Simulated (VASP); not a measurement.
# Te2Mo (P6_3/mmc) in VASP: notebook

The runs below take Te2Mo through single point, with r2SCAN.

All numbers are computed with VASP 6.6.1; they aren't measurements. Logs are shortened: lines on timing, memory, paths and dates and some standing lists are left out, and cuts for length are marked.

## (1) The cell of the first run

Symmetry: P6_3/mmc, No. 194, hexagonal system. Conventional cell: a = 3.564 Å, b = 3.564 Å, c = 13.990 Å, α = 90.00°, β = 90.00°, γ = 120.00°. Te (site symmetry 3m) has 3 Mo at 2.67 Å and 7 Te at 3.40 to 3.56 Å within 3.6 Å. Within 3.6 Å of Mo (site symmetry -6m2) lie 6 Te at 2.67 Å and 6 Mo at 3.56 Å.

## (2) Single point, r2SCAN (strain +0.000 along x and y, -0.050 along z)

File POSCAR:

```
Te2Mo
1.0
    3.5635452172      0.0000000000      0.0000000000
   -1.7817726086      3.0861206856      0.0000000000
    0.0000000000      0.0000000000     13.9899100005
Te Mo
4 2
Direct
    0.3333333333      0.6666666667      0.6284839550
    0.6666666667      0.3333333333      0.1284839550
    0.3333333333      0.6666666667      0.8715160450
    0.6666666667      0.3333333333      0.3715160450
    0.3333333333      0.6666666667      0.2500000000
    0.6666666667      0.3333333333      0.7500000000
```

File INCAR.step1:

```
ALGO = Normal ; EDIFF = 1E-4
ENCUT = 520 ; GGA = PE
ISMEAR = 0 ; LASPH = True
LCHARG = False ; LREAL = False
LWAVE = True ; NBANDS = 35
NELM = 60 ; PREC = Accurate
SIGMA = 0.05
```

File INCAR.step2:

```
ALGO = Normal ; EDIFF = 1E-6
ENCUT = 520 ; ISIF = 2
ISMEAR = 0 ; ISTART = 1
LASPH = True ; LCHARG = True
LELF = True ; LMIXTAU = True
LREAL = False ; LVHAR = True
LWAVE = False ; METAGGA = R2SCAN
NBANDS = 35 ; NELM = 60
PREC = Accurate ; SIGMA = 0.05
```

File KPOINTS:

```
k-points
0
Gamma
  12 12 2
```

Potentials or basis: VASP PAW PBE potentials, release 64 (Te, Mo_sv).

The run is started by

```
> cat potpaw_PBE.64/Te/POTCAR potpaw_PBE.64/Mo_sv/POTCAR > POTCAR
> cp INCAR.step1 INCAR
> mpirun -np 1 vasp_std > vasp.out
> cp INCAR.step2 INCAR
> mpirun -np 1 vasp_std > vasp.out
```

OUTCAR:

```text
EDIFF = 1E-6
   ENCUT = 520
   ISIF = 2
   ISMEAR = 0
   ISTART = 1
   LASPH = True
   LREAL = False
   METAGGA = R2SCAN
   NELM = 60
   PREC = Accurate

 ion  position               nearest neighbor table
   1  0.333  0.667  0.628-   6 2.67   6 2.67   6 2.67   3 3.40
   2  0.667  0.333  0.128-   5 2.67   5 2.67   5 2.67   4 3.40
   3  0.333  0.667  0.872-   6 2.67   6 2.67   6 2.67   1 3.40
   4  0.667  0.333  0.372-   5 2.67   5 2.67   5 2.67   2 3.40
   5  0.333  0.667  0.250-   2 2.67   4 2.67   2 2.67   4 2.67   2 2.67   4 2.67
   6  0.667  0.333  0.750-   1 2.67   3 2.67   1 2.67   3 2.67   1 2.67   3 2.67

  LATTYP: Found a hexagonal cell.
 ALAT       =     3.5635452172
 C/A-ratio  =     3.9258404616

  Lattice vectors:

 A1 = (   3.5635452172,   0.0000000000,   0.0000000000)
 A2 = (  -1.7817726086,   3.0861206856,   0.0000000000)
 A3 = (   0.0000000000,   0.0000000000,  13.9899100005)

Analysis of symmetry for initial positions (statically):
=====================================================================
 Subroutine PRICEL returns:
 Original cell was already a primitive cell.

 Routine SETGRP: Setting up the symmetry group for a
 hexagonal supercell.

 Subroutine GETGRP returns: Found 24 space group operations
 (whereof 12 operations were pure point group operations)
 out of a pool of 24 trial point group operations.

The static configuration has the point symmetry D_3d.
 The point group associated with its full space group is D_6h.

Analysis of symmetry for dynamics (positions and initial velocities):
=====================================================================
 Subroutine PRICEL returns:
 Original cell was already a primitive cell.

 Routine SETGRP: Setting up the symmetry group for a
 hexagonal supercell.

 Subroutine GETGRP returns: Found 24 space group operations
 (whereof 12 operations were pure point group operations)
 out of a pool of 24 trial point group operations.

The dynamic configuration has the point symmetry D_3d.
 The point group associated with its full space group is D_6h.

 Subroutine INISYM returns: Found 24 space group operations
 (whereof 12 operations are pure point group operations),
 and found     1 'primitive' translations

----------------------------------------------------------------------------------------

                                     Primitive cell

[... 94 lines left out ...]
   LSORBIT =      F    spin-orbit coupling
   LASPH  =      T    aspherical Exc in radial PAW
   ENCUT  =  520.0 eV  38.22 Ry    6.18 a.u.   6.63  6.63 26.01*2*pi/ulx,y,z
   NELM   =     60;   NELMIN=  2; NELMDL=  0     # of ELM steps
   EDIFF  = 0.1E-05   stopping-criterion for ELM
   LREAL  =      F    real-space projection
   EDIFFG = 0.1E-04   stopping-criterion for IOM
   NSW    =      0    number of steps for IOM
   IBRION =     -1    ionic relax: 0-MD 1-quasi-New 2-CG
   NFREE  =      0    steps in history (QN), initial steepest desc. (CG)
   ISIF   =      2    stress and relaxation
   ISYM   =      2    0-nonsym 1-usesym 2-fastsym
   POTIM  = 0.5000    time-step for ionic-motion
   TEBEG  =    0.0;   TEEND  =   0.0 temperature during run
   PSTRESS=    0.0 pullay stress
   NELECT =      52.0000    total number of electrons
   NUPDOWN=      -1.0000    fix difference up-down
   EMIN   =  10.00;   EMAX   =-10.00  energy-range for DOS
   EFERMI =   0.00;   METHOD = LEGACY
   ISMEAR =     0;   SIGMA  =   0.05  broadening in eV -4-tet -1-fermi 0-gaus
   EFERMI_NEDOS =   21; number of points for ismear=-14 and -15
   IALGO  =     38    algorithm
   IMIX   =      4    mixing-type and parameters
     AMIX     =   0.40;   BMIX     =  1.00
     AMIX_MAG =   1.60;   BMIX_MAG =  1.00
  volume/ion in A,a.u.               =      25.64       173.04
  Fermi-wavevector in a.u.,A,eV,Ry     =   1.140353  2.154954 17.693078  1.300405
  Thomas-Fermi vector in A             =   2.277055
   LORBIT       =      0    0 simple, 1 ext, 2 COOP (PROOUT), +10 PAW based schemes
   METAGGA = R2SCAN    functional components
   LHFCALC =     F    Hartree Fock is set to
   AEXX    =    0.0000 exact exchange contribution
   IVDW    =     0    specifies the selected vdW correction
   LEPSILON=     F    determine dielectric tensor
   LRPA    =     F    only Hartree local field effects (RPA)
 non-spin polarized calculation
 Gauss-broadening in eV      SIGMA  =   0.05
  energy-cutoff  :      520.00
  volume of cell :      153.85
 maximum number of plane-waves:      4205
 NGX is ok and might be reduce to    28
   NGX = 13   NGY = 13   NGZ = 53

 number of electron      52.0000000 magnetization

 Free energy of the ion-electron system (eV)
  ---------------------------------------------------
  ext. energy  EPLUGINS =         0.00000000
  ---------------------------------------------------
  free energy    TOTEN  =      -155.39736592 eV

  energy without entropy =     -155.39736592  energy(sigma->0) =     -155.39736592

 E-fermi :   8.1507     XC(G=0): -10.7864

 val. band max:        7.9178339660   @ k =   0.0000   0.0000   0.0000
 cond. band min:       8.4104419547   @ k =   0.3333   0.3333   0.0000
 fundamental gap:      0.4926079887
 Fermi energy:         8.1507175719

 k-point     1 :       0.0000    0.0000    0.0000
  band No.  band energies     occupation
      1     -55.0678      2.00000
      2     -55.0678      2.00000
      3     -28.4981      2.00000
      4     -28.4981      2.00000
      5     -28.4484      2.00000
      6     -28.4484      2.00000
[... 901 lines left out ...]
     34      11.5523      0.00000
     35      13.4038      0.00000

 [... further k-points ...]
[... 5 lines left out ...]
  --------------------------------------------------------------------------------------
  -------------------------------------------------------------------------------------
  Total        3.8897165      3.8897165     10.4428373      0.0000000      0.0000000      0.0000000
  in kB       40.5059133     40.5059133    108.7474281      0.0000000      0.0000000      0.0000000
  external PRESSURE =      63.2530849 kB  Pullay stress =       0.0000000 kB

 VOLUME and BASIS-vectors are now :
 -----------------------------------------------------------------------------
  energy-cutoff  :      520.00
  volume of cell :      153.85
      direct lattice vectors                 reciprocal lattice vectors
     3.563545217  0.000000000  0.000000000     0.280619422  0.162015699  0.000000000
    -1.781772609  3.086120686  0.000000000     0.000000000  0.324031398  0.000000000
     0.000000000  0.000000000 13.989910001     0.000000000  0.000000000  0.071480088

 POSITION                                       TOTAL-FORCE (eV/Angst)
 -----------------------------------------------------------------------------------
     -0.00000      2.05741      8.79243        -0.000000      0.000000     -1.412558
      1.78177      1.02871      1.79748        -0.000000     -0.000000     -1.412558
     -0.00000      2.05741     12.19243        -0.000000      0.000000      1.412558
      1.78177      1.02871      5.19748        -0.000000     -0.000000      1.412558
     -0.00000      2.05741      3.49748         0.000000      0.000000      0.000000
      1.78177      1.02871     10.49243        -0.000000      0.000000      0.000000
 -----------------------------------------------------------------------------------
    total drift:                                0.000000     -0.000000      0.000000

  FREE ENERGIE OF THE ION-ELECTRON SYSTEM (eV)
  ---------------------------------------------------
  free  energy   TOTEN  =      -155.3973659232 eV

  energy  without entropy=     -155.3973659232  energy(sigma->0) =     -155.39736592
```

OSZICAR.step1:

```text
N       E                     dE             d eps       ncg     rms          rms(c)
DAV:   1     0.393997652207E+03    0.39400E+03   -0.26899E+04  3044   0.133E+03
DAV:   2    -0.150549175165E+02   -0.40905E+03   -0.39584E+03  3249   0.315E+02
DAV:   3    -0.363346659278E+02   -0.21280E+02   -0.20821E+02  3255   0.627E+01
DAV:   4    -0.368399237405E+02   -0.50526E+00   -0.50332E+00  3139   0.955E+00
DAV:   5    -0.368529118496E+02   -0.12988E-01   -0.12984E-01  3393   0.157E+00    0.232E+01
DAV:   6    -0.361353150129E+02    0.71760E+00   -0.48864E+00  2854   0.126E+01    0.950E+00
DAV:   7    -0.360763863360E+02    0.58929E-01   -0.36703E+00  2765   0.100E+01    0.640E+00
DAV:   8    -0.357207227996E+02    0.35566E+00   -0.72535E-01  2796   0.503E+00    0.253E+00
DAV:   9    -0.357242885050E+02   -0.35657E-02   -0.17905E-01  3133   0.197E+00    0.105E+00
DAV:  10    -0.357186434748E+02    0.56450E-02   -0.22501E-02  2839   0.913E-01    0.319E-01
DAV:  11    -0.357190102300E+02   -0.36676E-03   -0.16198E-03  3007   0.195E-01    0.165E-01
DAV:  12    -0.357188907719E+02    0.11946E-03   -0.21364E-04  2215   0.782E-02    0.795E-02
DAV:  13    -0.357188847940E+02    0.59780E-05   -0.73752E-05  1520   0.480E-02
   1 F= -.35718885E+02 E0= -.35718885E+02  d E =-.187802E-10
```

It took 6 min on 1 thread of Intel Xeon 6975P-C (Granite Rapids), shared host; peak memory 0.4 GiB.

Results:

```
Free energy            : -155.3974 eV
Pressure               : 6.3 GPa
Largest force          : 1.413 eV/Å
Band gap on the k mesh : 0.49 eV (least direct gap 0.94 eV)
```

Forces in eV/Å, atoms in the order of the input:
```
Te   0.000  0.000 -1.413
Te   0.000  0.000 -1.413
Te   0.000  0.000  1.413
Te   0.000  0.000  1.413
Mo   0.000  0.000  0.000
Mo   0.000  0.000  0.000
```

Stress tensor (GPa, compression positive):
```
 4.05  0.00  0.00
 0.00  4.05  0.00
 0.00  0.00 10.87
```

Caveat: the cell differs from its parent crystal (strain +0.000 along x and y, -0.050 along z); the stress differs along the axes, from 4 to 11 GPa; semilocal functionals underestimate gaps, and a narrow one can read as zero; the PAW data sets were made with another functional, which shifts forces and pressure a little; spin-orbit coupling is left out, which moves the levels of the heavy elements.

## (3) Single point, r2SCAN (strain +0.050 along x and y, -0.050 along z)

Edit POSCAR of step 2 so:

```diff
@@ -2,4 +2,4 @@
 1.0
-    3.5635452172      0.0000000000      0.0000000000
-   -1.7817726086      3.0861206856      0.0000000000
+    3.7417224780      0.0000000000      0.0000000000
+   -1.8708612390      3.2404267199      0.0000000000
     0.0000000000      0.0000000000     13.9899100005
```

File INCAR.step1:

```
ALGO = Normal
EDIFF = 1E-4
ENCUT = 520
GGA = PE
ISMEAR = 0
LASPH = T
LCHARG = F
LREAL = F
LWAVE = T
NBANDS = 35
NELM = 60
PREC = Accurate
SIGMA = 0.05
```

File INCAR.step2:

```
ALGO = Normal
EDIFF = 1E-6
ENCUT = 520
ISIF = 2
ISMEAR = 0
ISTART = 1
LASPH = T
LCHARG = T
LELF = T
LMIXTAU = T
LREAL = F
LVHAR = T
LWAVE = F
METAGGA = R2SCAN
NBANDS = 35
NELM = 60
PREC = Accurate
SIGMA = 0.05
```

KPOINTS is that of step 2.

Potentials or basis: VASP PAW PBE potentials, release 64 (Te, Mo_sv).

The run is started by

```
> cat potpaw_PBE.64/Te/POTCAR potpaw_PBE.64/Mo_sv/POTCAR > POTCAR
> cp INCAR.step1 INCAR
> mpirun -np 1 vasp_std > vasp.out
> cp INCAR.step2 INCAR
> mpirun -np 1 vasp_std > vasp.out
```

OUTCAR:

```text
EDIFF = 1E-6
   ENCUT = 520
   ISIF = 2
   ISMEAR = 0
   ISTART = 1
   LASPH = T
   LREAL = F
   METAGGA = R2SCAN
   NELM = 60
   PREC = Accurate

 ion  position               nearest neighbor table
   1  0.333  0.667  0.628-   6 2.75   6 2.75   6 2.75   3 3.40
   2  0.667  0.333  0.128-   5 2.75   5 2.75   5 2.75   4 3.40
   3  0.333  0.667  0.872-   6 2.75   6 2.75   6 2.75   1 3.40
   4  0.667  0.333  0.372-   5 2.75   5 2.75   5 2.75   2 3.40
   5  0.333  0.667  0.250-   2 2.75   4 2.75   2 2.75   4 2.75   2 2.75   4 2.75
   6  0.667  0.333  0.750-   1 2.75   3 2.75   1 2.75   3 2.75   1 2.75   3 2.75

  LATTYP: Found a hexagonal cell.
 ALAT       =     3.7417224780
 C/A-ratio  =     3.7388956778

  Lattice vectors:

 A1 = (   3.7417224780,   0.0000000000,   0.0000000000)
 A2 = (  -1.8708612390,   3.2404267199,   0.0000000000)
 A3 = (   0.0000000000,   0.0000000000,  13.9899100005)

Analysis of symmetry for initial positions (statically):
=====================================================================
 Subroutine PRICEL returns:
 Original cell was already a primitive cell.

 Routine SETGRP: Setting up the symmetry group for a
 hexagonal supercell.

 Subroutine GETGRP returns: Found 24 space group operations
 (whereof 12 operations were pure point group operations)
 out of a pool of 24 trial point group operations.

The static configuration has the point symmetry D_3d.
 The point group associated with its full space group is D_6h.

Analysis of symmetry for dynamics (positions and initial velocities):
=====================================================================
 Subroutine PRICEL returns:
 Original cell was already a primitive cell.

 Routine SETGRP: Setting up the symmetry group for a
 hexagonal supercell.

[... 127 lines left out ...]
   EFERMI =   0.00;   METHOD = LEGACY
   ISMEAR =     0;   SIGMA  =   0.05  broadening in eV -4-tet -1-fermi 0-gaus
   EFERMI_NEDOS =   21; number of points for ismear=-14 and -15
   IALGO  =     38    algorithm
   IMIX   =      4    mixing-type and parameters
     AMIX     =   0.40;   BMIX     =  1.00
     AMIX_MAG =   1.60;   BMIX_MAG =  1.00
  volume/ion in A,a.u.               =      28.27       190.78
  Fermi-wavevector in a.u.,A,eV,Ry     =   1.103858  2.085988 16.578720  1.218502
  Thomas-Fermi vector in A             =   2.240322
   LORBIT       =      0    0 simple, 1 ext, 2 COOP (PROOUT), +10 PAW based schemes
   METAGGA = R2SCAN    functional components
   LHFCALC =     F    Hartree Fock is set to
   AEXX    =    0.0000 exact exchange contribution
   IVDW    =     0    specifies the selected vdW correction
   LEPSILON=     F    determine dielectric tensor
   LRPA    =     F    only Hartree local field effects (RPA)
 non-spin polarized calculation
 Gauss-broadening in eV      SIGMA  =   0.05
  energy-cutoff  :      520.00
  volume of cell :      169.62
 maximum number of plane-waves:      4597
 NGX is ok and might be reduce to    28
   NGX = 13   NGY = 13   NGZ = 53

 number of electron      51.9999999 magnetization

 Free energy of the ion-electron system (eV)
  ---------------------------------------------------
  ext. energy  EPLUGINS =         0.00000000
  ---------------------------------------------------
  free energy    TOTEN  =      -155.29637760 eV

  energy without entropy =     -155.29604497  energy(sigma->0) =     -155.29621128

 E-fermi :   6.8904     XC(G=0): -10.2980

 val. band max:        6.8727360599   @ k =   0.0000   0.0000   0.0000
 cond. band min:       6.9487091879   @ k =   0.3333   0.3333   0.0000
 fundamental gap:      0.0759731280
 Fermi energy:         6.8903966649

 k-point     1 :       0.0000    0.0000    0.0000
  band No.  band energies     occupation
      1     -56.4004      2.00000
      2     -56.4004      2.00000
      3     -29.7836      2.00000
      4     -29.7836      2.00000
      5     -29.7836      2.00000
      6     -29.7836      2.00000
[... 901 lines left out ...]
     34       9.8842      0.00000
     35      11.8994      0.00000

 [... further k-points ...]
[... 5 lines left out ...]
  --------------------------------------------------------------------------------------
  -------------------------------------------------------------------------------------
  Total       -5.6344206     -5.6344206      3.4937573      0.0000000      0.0000000     -0.0000000
  in kB      -53.2195436    -53.2195436     33.0000516      0.0000000      0.0000000     -0.0000000
  external PRESSURE =     -24.4796785 kB  Pullay stress =       0.0000000 kB

 VOLUME and BASIS-vectors are now :
 -----------------------------------------------------------------------------
  energy-cutoff  :      520.00
  volume of cell :      169.62
      direct lattice vectors                 reciprocal lattice vectors
     3.741722478  0.000000000  0.000000000     0.267256593  0.154300666  0.000000000
    -1.870861239  3.240426720  0.000000000     0.000000000  0.308601331  0.000000000
     0.000000000  0.000000000 13.989910001     0.000000000  0.000000000  0.071480088

 POSITION                                       TOTAL-FORCE (eV/Angst)
 -----------------------------------------------------------------------------------
     -0.00000      2.16028      8.79243        -0.000000      0.000000     -0.451645
      1.87086      1.08014      1.79748        -0.000000      0.000000     -0.451645
     -0.00000      2.16028     12.19243        -0.000000     -0.000000      0.451645
      1.87086      1.08014      5.19748        -0.000000     -0.000000      0.451645
     -0.00000      2.16028      3.49748         0.000000     -0.000000      0.000000
      1.87086      1.08014     10.49243        -0.000000     -0.000000      0.000000
 -----------------------------------------------------------------------------------
    total drift:                               -0.000000      0.000000     -0.000000

  FREE ENERGIE OF THE ION-ELECTRON SYSTEM (eV)
  ---------------------------------------------------
  free  energy   TOTEN  =      -155.2963775979 eV

  energy  without entropy=     -155.2960449682  energy(sigma->0) =     -155.29621128
```

Wall time 6.7 min (1 thread of Intel Xeon 6975P-C (Granite Rapids), shared host); peak memory 0.42 GiB.

Results:

| Property | Result |
| --- | --- |
| Free energy | -155.2964 eV |
| Pressure | -2.4 GPa |
| Largest force | 0.452 eV/Å |
| Band gap on the k mesh | 0.08 eV (least direct gap 0.72 eV) |

Forces on the atoms (eV/Å):
```
Te   0.000  0.000 -0.452
Te   0.000  0.000 -0.452
Te   0.000  0.000  0.452
Te   0.000  0.000  0.452
Mo   0.000  0.000  0.000
Mo   0.000  0.000  0.000
```

Levels at points of the mesh, in eV from the valence-band top:
| k point | band 22 | band 23 | band 24 | band 25 | band 26 | band 27 | band 28 | band 29 | band 30 | band 31 |
| --- | --- | --- | --- | --- | --- | --- | --- | --- | --- | --- |
| (0.00, 0.00, 0.00) | -1.84 | -1.84 | -0.74 | -0.21 | 0.00 | 2.13 | 2.13 | 2.21 | 2.21 | 2.45 |
| (0.50, 0.00, 0.00) | -1.70 | -1.64 | -1.47 | -1.22 | -1.09 | 0.52 | 0.58 | 0.81 | 0.90 | 2.44 |
| (0.00, 0.00, 0.50) | -1.86 | -1.65 | -1.65 | -0.04 | -0.04 | 2.16 | 2.16 | 2.16 | 2.16 | 2.56 |
| (0.50, 0.00, 0.50) | -1.82 | -1.55 | -1.55 | -1.14 | -1.14 | 0.55 | 0.55 | 0.86 | 0.86 | 2.82 |

Caveat: the cell differs from its parent crystal (strain +0.050 along x and y, -0.050 along z); the stress differs along the axes, from -5 to 3 GPa; semilocal functionals underestimate gaps, and a narrow one can read as zero; the PAW data sets were made with another functional, which shifts forces and pressure a little; spin-orbit coupling is left out, which moves the levels of the heavy elements. A k mesh can miss the band edges.

(Part 1 of 2 ends here.)
